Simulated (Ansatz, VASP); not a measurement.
## Sb in VASP and in Ansatz

INCAR

```
SYSTEM = Sb
PREC     = Accurate       ! precision mode
ENCUT    = 520            ! plane-wave cutoff, eV
EDIFF    = 1E-7           ! SCF threshold, eV
ISMEAR   = -1             ! smearing method
SIGMA    = 0.1            ! smearing width, eV
LREAL    = .FALSE.        ! projectors in reciprocal space
LASPH    = .TRUE.         ! aspherical terms in the spheres
NELM     = 60             ! most SCF steps
ALGO     = Normal         ! electronic algorithm
ISIF     = 2              ! what is computed and relaxed
LWAVE    = .FALSE.        ! write WAVECAR
LCHARG   = .FALSE.        ! write CHGCAR
GGA      = PE             ! functional
NBANDS   = 14             ! bands
```

The input KPOINTS:

```
regular mesh
0
G
  9 9 13
  0 0 0
```

Contents of POSCAR:

```
Sb
1.0
    5.6444800200      0.0000000000      0.0000000000
   -2.8222400100      4.8882630885      0.0000000000
    0.0000000000      0.0000000000      3.3652888806
Sb
3
Direct
    0.0000000000      0.0000000000      1.0000000000
    0.3333333333      0.6666666667      0.5000000000
    0.6666666667      0.3333333333      0.5000000000
```

Input for Ansatz:

```yaml
crystal:
  lattice:
    - [5.64448002, 0.0, 0.0]
    - [-2.82224001, 4.8882630885, 0.0]
    - [0.0, 0.0, 3.3652888806]
  atoms:
    - { symbol: Sb, position: [0.0, 0.0, 1.0] }
    - { symbol: Sb, position: [0.3333333333, 0.6666666667, 0.5] }
    - { symbol: Sb, position: [0.6666666667, 0.3333333333, 0.5] }
hamiltonian:
  xc: pbe
  pseudopotentials:
    kind: paw
    azcp:
      Sb: "pseudopotentials/Sb.paw.azcp"
basis:
  ecutwfc: 420
  fft_grid_basis: typed
kpoints:
  mp_grid: { grid: [9, 9, 13], shift: [0, 0, 0] }
magnetization:
  spin_polarized: false
scf:
  occupations: { method: fermi_dirac, width: 0.1 }
output:
  stress: true
```

Alike in both runs: task single point; functional PBE; k mesh 9 × 9 × 13; occupations fermi-dirac, width 0.1 eV; no spin polarisation.

```csv
,VASP,Ansatz
version,VASP 6.6.1,Ansatz 0.2.0
potentials or method,"VASP PAW PBE potentials, release 64 (Sb), cutoff 520 eV","plane waves (420 eV) with PAW, scalar-relativistic"
valence electrons in the cell,15,45
```

Ansatz gave:

* pressure (GPa): -5.2
* traceless stress, the component that is largest in VASP (GPa): -0.23

Question: What did VASP give for the same quantities?

Answer: Pressure (GPa): -5.3; traceless stress, the component that is largest in VASP (GPa): -0.23.

The functional is the same, so the differences come from potentials, cutoffs and numerics. VASP's potentials hold 15 valence electrons a cell and Ansatz's 45, so a difference there can come from the potentials and not from the codes.

Spin-orbit coupling is off throughout.
